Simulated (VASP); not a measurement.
A run of VASP 6.6.1 is set up as follows.

File POSCAR:

```
Mg3Sb2
1.0
    4.5256365295      0.0000000000      0.0000000000
   -2.2628182647      3.9193162029      0.0000000000
    0.0000000000      0.0000000000      7.1589328193
Mg Sb
3 2
Direct
    0.3333333333      0.6666666667      0.6335335884
    0.6666666667      0.3333333333      0.3664664116
    0.0000000000      0.0000000000      0.0000000000
    0.3333333333      0.6666666667      0.2271262854
    0.6666666667      0.3333333333      0.7728737146
```

The input INCAR.step1:

```
SYSTEM = Mg3Sb2
ALGO     = Normal         ! electronic algorithm
EDIFF    = 1E-5           ! SCF threshold, eV
ENCUT    = 660            ! plane-wave cutoff, eV
GGA      = PE             ! functional
GGA_COMPAT= .False.      
ISMEAR   = 0              ! smearing method
LASPH    = .True.         ! aspherical terms in the spheres
LCHARG   = .False.        ! write CHGCAR
LREAL    = .False.        ! projectors in reciprocal space
LWAVE    = .True.         ! write WAVECAR
NBANDS   = 16             ! bands
NELM     = 120            ! most SCF steps
PREC     = Accurate       ! precision mode
SIGMA    = 0.02           ! smearing width, eV
```

INCAR.step2

```
SYSTEM = Mg3Sb2
ALGO     = Normal         ! electronic algorithm
EDIFF    = 1E-6           ! SCF threshold, eV
ENCUT    = 660            ! plane-wave cutoff, eV
GGA_COMPAT= .False.      
ISIF     = 2              ! what is computed and relaxed
ISMEAR   = 0              ! smearing method
ISTART   = 1            
LASPH    = .True.         ! aspherical terms in the spheres
LCHARG   = .False.        ! write CHGCAR
LMIXTAU  = .True.       
LREAL    = .False.        ! projectors in reciprocal space
LWAVE    = .False.        ! write WAVECAR
METAGGA  = R2SCAN         ! meta-GGA
NBANDS   = 16             ! bands
NELM     = 120            ! most SCF steps
PREC     = Accurate       ! precision mode
SIGMA    = 0.02           ! smearing width, eV
```

The input KPOINTS:

```
k-points
0
Gamma
  6 6 4
  0 0 0
```

Potentials or basis: VASP PAW PBE potentials, release 64 (Mg, Sb).

Run with:

```console
$ cat potpaw_PBE.64/Mg/POTCAR potpaw_PBE.64/Sb/POTCAR > POTCAR
$ cp INCAR.step1 INCAR
$ mpirun -np 1 vasp_std > vasp.out
$ cp INCAR.step2 INCAR
$ mpirun -np 1 vasp_std > vasp.out
```

Task: Estimate the pressure.

Result: 1.5 GPa.

Task: Estimate the band gap on the k mesh.

Result: 0.52 eV (least direct gap 1.76 eV).

Task: Estimate the largest force.

Result: 0.014 eV/Å.

Forces on the atoms (eV/Å):
```
Mg   0.000  0.000 -0.011
Mg   0.000  0.000  0.011
Mg   0.000  0.000  0.000
Sb   0.000  0.000 -0.014
Sb   0.000  0.000  0.014
```

Caveat: semilocal functionals underestimate gaps, and a narrow one can read as zero; the PAW data sets were made with another functional, which shifts forces and pressure a little; spin-orbit coupling is left out, which moves the levels of the heavy elements. A k mesh can miss the band edges.
